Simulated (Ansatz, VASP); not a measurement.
Al: VASP beside Ansatz

INCAR

```
SYSTEM = Al
PREC = Accurate ; ENCUT = 520
EDIFF = 1E-6 ; ISMEAR = 0
SIGMA = 0.15 ; LREAL = .False.
LASPH = .True. ; NELM = 100
ALGO = Normal ; ISIF = 2
LWAVE = .False. ; LCHARG = .True.
GGA = CA ; LELF = .True.
LVHAR = .True. ; NBANDS = 8
```

KPOINTS

```
regular mesh
0
Gamma
  20 20 20
  0 0 0
```

POSCAR

```
Al
1.0
   -1.5116577555      1.5116577555      1.5912186900
    1.5116577555     -1.5116577555      1.5912186900
    1.5116577555      1.5116577555     -1.5912186900
Al
1
Direct
    0.0000000000      0.0000000000      0.0000000000
```

Input for Ansatz:

```yaml
crystal:
  lattice:
    - [-1.5116577555, 1.5116577555, 1.59121869]
    - [1.5116577555, -1.5116577555, 1.59121869]
    - [1.5116577555, 1.5116577555, -1.59121869]
  atoms:
    - { symbol: Al, position: [0.0, 0.0, 0.0] }
basis:
  ecutwfc: 420
kpoints:
  mp_grid: { grid: [20, 20, 20] }
hamiltonian:
  xc: lda
scf:
  occupations: { method: gaussian, width: 0.15 }
output:
  forces: true
  stress: true
  eigenvalues: true
```

Change from the starting cell: strain -0.050 along x and y, +0.000 along z, atoms carried along.

Alike in both runs: task single point; functional LDA; k mesh 20 × 20 × 20; occupations gaussian, width 0.15 eV; no spin polarisation.

```csv
,VASP,Ansatz
version,VASP 6.6.1,Ansatz 0.2.0
potentials or method,"VASP PAW LDA potentials, release 64 (Al), cutoff 520 eV","scalar-relativistic, plane waves, PAW"
valence electrons in the cell,3,3
```

Ansatz gave:

```
gap on the k mesh at the Fermi level (eV)                     : none
pressure (GPa)                                                : 10.1
traceless stress, the component that is largest in VASP (GPa) : 1.98
```

**Question.** What did VASP give for the same quantities?

**Answer.** gap on the k mesh at the Fermi level (eV): none; pressure (GPa): 10.2; traceless stress, the component that is largest in VASP (GPa): 2.00.

LDA's correlation is that of Perdew and Zunger in VASP and of Perdew and Wang (1992) in Ansatz. A gap of «none» marks a metal or a gap that the smearing closes.
